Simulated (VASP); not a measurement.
A run of VASP 6.6.1 is set up as follows.

The input INCAR:

```
SYSTEM = Pd
PREC = Accurate
ENCUT = 520
EDIFF = 1E-6
ISMEAR = -1
SIGMA = 0.1
LREAL = .FALSE.
LASPH = .TRUE.
NELM = 100
ALGO = Normal
ISIF = 2
LWAVE = .FALSE.
LCHARG = .FALSE.
GGA = RE
NBANDS = 22
```

KPOINTS

```
Automatic mesh
0
G
  9 9 13
  0 0 0
```

POSCAR

```
Pd
1.0
    4.5950004839      0.0000000000      0.0000000000
   -2.2975002420      3.9793871494      0.0000000000
    0.0000000000      0.0000000000      2.7345878396
Pd
3
Direct
    0.0000000000      0.0000000000      1.0000000000
    0.3333333333      0.6666666667      0.5000000000
    0.6666666667      0.3333333333      0.5000000000
```

Potentials or basis: VASP PAW PBE potentials, release 64 (Pd).

Command:

```sh
$ cat potpaw_PBE.64/Pd/POTCAR > POTCAR
$ mpirun -np 1 vasp_std > vasp.out
```

(1) What does it give for the pressure?

(2) Estimate the band gap on the k mesh.

Results:

(1) -5.2 GPa.

(2) zero (bands 15 and 16 overlap by 0.74 eV).

Caveat: the cell stands under tension; the PAW data sets were made with another functional, which shifts forces and pressure a little.
